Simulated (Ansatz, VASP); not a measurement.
# Ge2Sb2Te5 in VASP and in Ansatz

```xyz
9
Lattice="4.2017 0.0000 0.0000 -2.1009 3.6388 0.0000 0.0000 0.0000 17.1061" Properties=species:S:1:pos:R:3 pbc="T T T"
Ge    0.0000    0.0000    5.7837
Ge    0.0000    0.0000   11.3224
Sb    0.0000    2.4259    1.9962
Sb    2.1009    1.2129   15.1099
Te    0.0000    0.0000    0.0000
Te    0.0000    2.4259   13.3608
Te    2.1009    1.2129    3.7452
Te    0.0000    2.4259    7.1962
Te    2.1009    1.2129    9.9099
```

Alike in both runs: functional PBEsol; k mesh 12 × 12 × 2; occupations gaussian, width 0.1 eV; no spin polarisation.

Ansatz relaxed the structure, and its values are those at the end. VASP's run is a single point on that final structure, the one shown.

```csv
,VASP,Ansatz
version,VASP 6.6.1,Ansatz 0.2.0
potentials or method,"VASP PAW PBE potentials, release 64 (Ge_d, Sb, Te), cutoff 520 eV","scalar-relativistic, plane waves, PAW"
valence electrons in the cell,68,138
```

```csv
,VASP,Ansatz,Ansatz less VASP
gap on the k mesh at the Fermi level (eV),none,none,-
pressure (GPa),0.1,0.0,-0.08
rms of the force components (eV/Å),0.012,0.000,-0.0119
```

VASP's potentials were made for PBE, not for PBEsol. A gap of «none» marks a metal or a gap that the smearing closes. VASP's potentials hold 68 valence electrons a cell and Ansatz's 138, so a difference there can come from the potentials and not from the codes.

Neither program's run includes spin-orbit coupling.
